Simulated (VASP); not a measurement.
# BaCrF6 (R-3m) in VASP: single point with LDA+U

Aim: the single point of BaCrF6 with LDA+U.

Program: VASP 6.6.1. These are calculated values, not measurements. Logs are shortened: lines on timing, memory, paths and dates and some standing lists are left out, and cuts for length are marked.

### 1 The cell of the first run

It takes space group R-3m (No. 166, trigonal). Conventional cell: a = 7.328 Å, b = 7.328 Å, c = 7.137 Å, α = 90.00°, β = 90.00°, γ = 120.00°. Ba (site symmetry -3m) has 12 F at 2.70 to 3.00 Å and 2 Cr at 3.57 Å within 3.6 Å. Cr (site symmetry -3m) has 6 F at 1.83 Å within 2.4 Å. Within 2.4 Å of F (site symmetry m) lie 1 Cr at 1.83 Å.

### 2 Single point, LDA+U, collinear spin, zero start

Contents of INCAR:

```
SYSTEM = BaCrF6
PREC = Accurate
ENCUT = 700
EDIFF = 1E-6
ISMEAR = 0
SIGMA = 0.05
LREAL = .FALSE.
LASPH = .TRUE.
NELM = 200
ALGO = Normal
ISIF = 2
LWAVE = .FALSE.
LCHARG = .FALSE.
ISPIN = 2
MAGMOM = 0 0 0 0 0 0 0 0
LORBIT = 11
NUPDOWN = 0.0
LMAXMIX = 4
LDAU = .TRUE.
LDAUTYPE = 1
LDAUL = -1 2 -1
LDAUU = 0 4 0
LDAUJ = 0 0.5 0
LDAUPRINT = 1
GGA = CA
NBANDS = 47
GGA_COMPAT = .FALSE.
```

Contents of KPOINTS:

```
Automatic mesh
0
G
  4 4 4
  0 0 0
```

Contents of POSCAR:

```
BaCrF6
1.0
    3.6639988200      2.1154107000      2.3789998200
   -3.6639988200      2.1154107000      2.3789998200
    0.0000000000     -4.2308214000      2.3789998200
Ba Cr F
1 1 6
Direct
    0.5000000000      0.5000000000      0.5000000000
    0.0000000000      0.0000000000      0.0000000000
    0.2600000000      0.8970000000      0.2600000000
    0.2600000000      0.2600000000      0.8970000000
    0.8970000000      0.2600000000      0.2600000000
    0.7400000000      0.1030000000      0.7400000000
    0.1030000000      0.7400000000      0.7400000000
    0.7400000000      0.7400000000      0.1030000000
```

Potentials or basis: VASP PAW LDA potentials, release 64 (Ba_sv, Cr_sv, F).

On the command line:

```sh
cat potpaw_LDA.64/Ba_sv/POTCAR potpaw_LDA.64/Cr_sv/POTCAR potpaw_LDA.64/F/POTCAR > POTCAR
mpirun -np 1 vasp_std > vasp.out
```

OUTCAR:

```text
SYSTEM = BaCrF6
   PREC = Accurate
   ENCUT = 700
   EDIFF = 1E-6
   ISMEAR = 0
   LREAL = .FALSE.
   LASPH = .TRUE.
   NELM = 200
   ISIF = 2
   ISPIN = 2
   LORBIT = 11
   NUPDOWN = 0.0
   GGA = CA

 ion  position               nearest neighbor table
   1  0.500  0.500  0.500-   4 2.70   8 2.70   5 2.70   6 2.70   7 2.70   3 2.70   8 3.00   4 3.00
                             7 3.00   6 3.00   3 3.00   5 3.00   2 3.57   2 3.57
   2  0.000  0.000  0.000-   4 1.83   8 1.83   5 1.83   6 1.83   7 1.83   3 1.83   1 3.57   1 3.57

   3  0.260  0.897  0.260-   2 1.83   1 2.70   1 3.00
   4  0.260  0.260  0.897-   2 1.83   1 2.70   1 3.00
   5  0.897  0.260  0.260-   2 1.83   1 2.70   1 3.00
   6  0.740  0.103  0.740-   2 1.83   1 2.70   1 3.00
   7  0.103  0.740  0.740-   2 1.83   1 2.70   1 3.00
   8  0.740  0.740  0.103-   2 1.83   1 2.70   1 3.00

  LATTYP: Found a trigonal (rhomboedric) cell.
 ALAT       =     4.8538118899
 COS(alpha) =    -0.1396585720

  Lattice vectors:

 A1 = (   3.6639988200,   2.1154107000,   2.3789998200)
 A2 = (  -3.6639988200,   2.1154107000,   2.3789998200)
 A3 = (   0.0000000000,  -4.2308214000,   2.3789998200)

Analysis of symmetry for initial positions (statically):
=====================================================================
 Subroutine PRICEL returns:
 Original cell was already a primitive cell.

 Routine SETGRP: Setting up the symmetry group for a
 trigonal (rhombohedral) supercell.

 Subroutine GETGRP returns: Found 12 space group operations
 (whereof 12 operations were pure point group operations)
 out of a pool of 12 trial point group operations.

The static configuration has the point symmetry D_3d.

Analysis of symmetry for dynamics (positions and initial velocities):
=====================================================================
 Subroutine PRICEL returns:
 Original cell was already a primitive cell.

 Routine SETGRP: Setting up the symmetry group for a
 trigonal (rhombohedral) supercell.

 Subroutine GETGRP returns: Found 12 space group operations
 (whereof 12 operations were pure point group operations)
 out of a pool of 12 trial point group operations.

The dynamic configuration has the point symmetry D_3d.

Analysis of structural, dynamic, and magnetic symmetry:
=====================================================================
 Subroutine PRICEL returns:
 Original cell was already a primitive cell.

 Routine SETGRP: Setting up the symmetry group for a
 trigonal (rhombohedral) supercell.

 Subroutine GETGRP returns: Found 12 space group operations
 (whereof 12 operations were pure point group operations)
 out of a pool of 12 trial point group operations.

The overall configuration has the point symmetry D_3d.

 Subroutine INISYM returns: Found 12 space group operations
 (whereof 12 operations are pure point group operations),
 and found     1 'primitive' translations

----------------------------------------------------------------------------------------

                                     Primitive cell

  volume of cell :     110.6358

  direct lattice vectors                    reciprocal lattice vectors
     3.663998820  2.115410700  2.378999820     0.136462926  0.078786907  0.140114905
    -3.663998820  2.115410700  2.378999820    -0.136462926  0.078786907  0.140114905
     0.000000000 -4.230821400  2.378999820     0.000000000 -0.157573815  0.140114905

  length of vectors
     4.853811896  4.853811896  4.853811890     0.210859416  0.210859416  0.210859417

  position of ions in fractional coordinates (direct lattice)
     0.500000000  0.500000000  0.500000000
     0.000000000  0.000000000  0.000000000
     0.260000000  0.897000000  0.260000000
     0.260000000  0.260000000  0.897000000
     0.897000000  0.260000000  0.260000000
[... 107 lines left out ...]
   LEPSILON=     F    determine dielectric tensor
   LRPA    =     F    only Hartree local field effects (RPA)
 spin polarized calculation
 Gauss-broadening in eV      SIGMA  =   0.05
  energy-cutoff  :      700.00
  volume of cell :      110.64
 maximum number of plane-waves:      4672
 NGX is ok and might be reduce to    42
   NGX = 21   NGY = 21   NGZ = 21

 number of electron      65.9999989 magnetization       0.0000000

atom =   2  type =  2  l = 2

 onsite density matrix

spin component  1

  0.2296 -0.0000 -0.0000 -0.0498  0.0000
 -0.0000  0.1765  0.0000  0.0000 -0.0498
 -0.0000  0.0000  0.8411  0.0000 -0.0000
 -0.0498  0.0000  0.0000  0.1765 -0.0000
  0.0000 -0.0498 -0.0000 -0.0000  0.2296

spin component  2

  0.2040  0.0000  0.0000 -0.0601 -0.0000
  0.0000  0.1716  0.0000 -0.0000 -0.0601
  0.0000  0.0000  0.8885  0.0000 -0.0000
 -0.0601 -0.0000  0.0000  0.1716  0.0000
 -0.0000 -0.0601 -0.0000  0.0000  0.2040

 occupancies and eigenvectors

  o =  0.1255  v =  0.0000  0.0000  0.0000  0.0000  0.0000  0.0000 -0.7937 -0.0000  0.0000 -0.6083      0.0000  0.0000  0.0000  0.0000  0.0000  0.0000  0.0000  0.0000  0.0000  0.0000
  o =  0.1255  v =  0.0000  0.0000  0.0000  0.0000  0.0000  0.6083  0.0000  0.0000  0.7937  0.0000      0.0000  0.0000  0.0000  0.0000  0.0000  0.0000  0.0000  0.0000  0.0000  0.0000
  o =  0.1466  v = -0.0000  0.8575  0.0000 -0.0000  0.5146  0.0000  0.0000  0.0000  0.0000  0.0000      0.0000  0.0000  0.0000  0.0000  0.0000  0.0000  0.0000  0.0000  0.0000  0.0000
  o =  0.1466  v = -0.5146 -0.0000 -0.0000 -0.8575 -0.0000  0.0000  0.0000  0.0000  0.0000  0.0000      0.0000  0.0000  0.0000  0.0000  0.0000  0.0000  0.0000  0.0000  0.0000  0.0000
  o =  0.2501  v =  0.0000  0.0000  0.0000  0.0000  0.0000  0.0000  0.6083 -0.0000 -0.0000 -0.7937      0.0000  0.0000  0.0000  0.0000  0.0000  0.0000  0.0000  0.0000  0.0000  0.0000
  o =  0.2501  v =  0.0000  0.0000  0.0000  0.0000  0.0000  0.7937 -0.0000  0.0000 -0.6083  0.0000      0.0000  0.0000  0.0000  0.0000  0.0000  0.0000  0.0000  0.0000  0.0000  0.0000
  o =  0.2594  v = -0.0000 -0.5146  0.0000  0.0000  0.8575  0.0000  0.0000  0.0000  0.0000  0.0000      0.0000  0.0000  0.0000  0.0000  0.0000  0.0000  0.0000  0.0000  0.0000  0.0000
  o =  0.2594  v =  0.8575 -0.0000  0.0000 -0.5146  0.0000  0.0000  0.0000  0.0000  0.0000  0.0000      0.0000  0.0000  0.0000  0.0000  0.0000  0.0000  0.0000  0.0000  0.0000  0.0000
  o =  0.8411  v =  0.0000 -0.0000 -1.0000 -0.0000  0.0000  0.0000  0.0000  0.0000  0.0000  0.0000      0.0000  0.0000  0.0000  0.0000  0.0000  0.0000  0.0000  0.0000  0.0000  0.0000
  o =  0.8885  v =  0.0000  0.0000  0.0000  0.0000  0.0000 -0.0000 -0.0000 -1.0000  0.0000  0.0000      0.0000  0.0000  0.0000  0.0000  0.0000  0.0000  0.0000  0.0000  0.0000  0.0000

 number of electron      65.9999990 magnetization      -0.0000000

 Free energy of the ion-electron system (eV)
  ---------------------------------------------------
  ext. energy  EPLUGINS =         0.00000000
  ---------------------------------------------------
  free energy    TOTEN  =       -47.04354989 eV

  energy without entropy =      -47.04028753  energy(sigma->0) =      -47.04191871

 E-fermi :   1.4539     XC(G=0): -10.3800

 val. band max:        1.4778340632   @ k =   0.0000   0.0000   0.0000
 cond. band min:       1.5395322854   @ k =   0.2500   0.0000  -0.0000
 fundamental gap:      0.0616982223
 Fermi energy:         1.4966486856

 spin component 1

 k-point     1 :       0.0000    0.0000    0.0000
  band No.  band energies     occupation
      1     -71.4942      1.00000
      2     -43.8270      1.00000
      3     -43.8270      1.00000
      4     -42.1043      1.00000
      5     -24.4584      1.00000
      6     -21.6736      1.00000
[... 613 lines left out ...]
     44      12.1602      0.00000
     45      12.2074      0.00000
 Fermi energy:         1.4539167920

 spin component 2

 k-point     1 :       0.0000    0.0000    0.0000
  band No.  band energies     occupation
      1     -71.4720      1.00000
      2     -43.7806      1.00000
      3     -43.7806      1.00000
      4     -42.1374      1.00000
      5     -24.4584      1.00000
      6     -21.6779      1.00000
[... 613 lines left out ...]
     44      12.1605      0.00000
     45      12.2067      0.00000
 [bands above 45 left out]

------------------------ aborting loop because EDIFF is reached ----------------------------------------

  FORCE on cell =-STRESS in cart. coord.  units (eV):
  Direction    XX          YY          ZZ          XY          YZ          ZX
  --------------------------------------------------------------------------------------
  -------------------------------------------------------------------------------------
  Total       -3.5334474     -3.5334474     -2.4870988      0.0000000      0.0000000      0.0000000
  in kB      -51.1697775    -51.1697773    -36.0170336      0.0000000      0.0000000      0.0000000
  external PRESSURE =     -46.1188628 kB  Pullay stress =       0.0000000 kB

 VOLUME and BASIS-vectors are now :
 -----------------------------------------------------------------------------
  energy-cutoff  :      700.00
  volume of cell :      110.64
      direct lattice vectors                 reciprocal lattice vectors
     3.663998820  2.115410700  2.378999820     0.136462926  0.078786907  0.140114905
    -3.663998820  2.115410700  2.378999820    -0.136462926  0.078786907  0.140114905
     0.000000000 -4.230821400  2.378999820     0.000000000 -0.157573815  0.140114905

 POSITION                                       TOTAL-FORCE (eV/Angst)
 -----------------------------------------------------------------------------------
      0.00000      0.00000      3.56850         0.000000      0.000000     -0.000000
      0.00000      0.00000      0.00000         0.000000      0.000000     -0.000000
     -2.33397      1.34752      3.37104        -0.393271      0.227055      0.200936
      0.00000     -2.69503      3.37104         0.000000     -0.454110      0.200936
      2.33397      1.34752      3.37104         0.393271      0.227055      0.200936
      2.33397     -1.34752      3.76596         0.393271     -0.227055     -0.200936
     -2.33397     -1.34752      3.76596        -0.393271     -0.227055     -0.200936
      0.00000      2.69503      3.76596         0.000000      0.454110     -0.200936
 -----------------------------------------------------------------------------------
    total drift:                               -0.000000      0.000000     -0.000000

  FREE ENERGIE OF THE ION-ELECTRON SYSTEM (eV)
  ---------------------------------------------------
  free  energy   TOTEN  =       -47.0435498883 eV

  energy  without entropy=      -47.0402875303  energy(sigma->0) =      -47.04191871

 total charge

# of ion       s       p       d       tot
------------------------------------------
    1        1.985   5.627   0.172   7.784
    2        2.159   6.063   3.267  11.489
    3        1.728   4.332   0.000   6.060
    4        1.728   4.332   0.000   6.060
    5        1.728   4.332   0.000   6.060
    6        1.728   4.332   0.000   6.060
    7        1.728   4.332   0.000   6.060
    8        1.728   4.332   0.000   6.060
--------------------------------------------------
tot         14.512  37.681   3.440  55.633

 magnetization (x)

# of ion       s       p       d       tot
------------------------------------------
    1       -0.000  -0.000   0.001   0.001
    2        0.000   0.000   0.013   0.014
    3        0.000  -0.003   0.000  -0.003
    4        0.000  -0.003   0.000  -0.003
    5        0.000  -0.003   0.000  -0.003
    6        0.000  -0.003   0.000  -0.003
    7        0.000  -0.003   0.000  -0.003
    8        0.000  -0.003   0.000  -0.003
--------------------------------------------------
tot          0.000  -0.019   0.014  -0.005
```

Run time: 3 min. Hardware: 1 thread of Intel Xeon 6975P-C (Granite Rapids), shared host; peak memory 0.33 GiB.

What came out:

```
Free energy                                           : -47.0435 eV
Pressure                                              : -4.6 GPa
Largest force                                         : 0.497 eV/Å
Net moment                                            : 0.00 μB per cell
Valence electrons inside the program's atomic spheres : Ba 7.78; Cr 11.49; F 6.06
```

Forces on the atoms (eV/Å):
```
Ba   0.000  0.000  0.000
Cr   0.000  0.000  0.000
F   -0.393  0.227  0.201
F    0.000 -0.454  0.201
F    0.393  0.227  0.201
F    0.393 -0.227 -0.201
F   -0.393 -0.227 -0.201
F    0.000  0.454 -0.201
```

Stress tensor (GPa, compression positive):
```
-5.12  0.00  0.00
 0.00 -5.12  0.00
 0.00  0.00 -3.60
```

Eigenvalues of the final occupation matrices:
| site | spin | trace | eigenvalues |
| --- | --- | --- | --- |
| site 2 d | 1 | 1.65 | 0.15 0.15 0.26 0.26 0.84 |
| site 2 d | 2 | 1.64 | 0.13 0.13 0.25 0.25 0.89 |

Caveat: the cell stands under tension; spin-orbit coupling is left out, which moves the levels of the heavy elements; the total moment is fixed, so each spin has its own Fermi level.
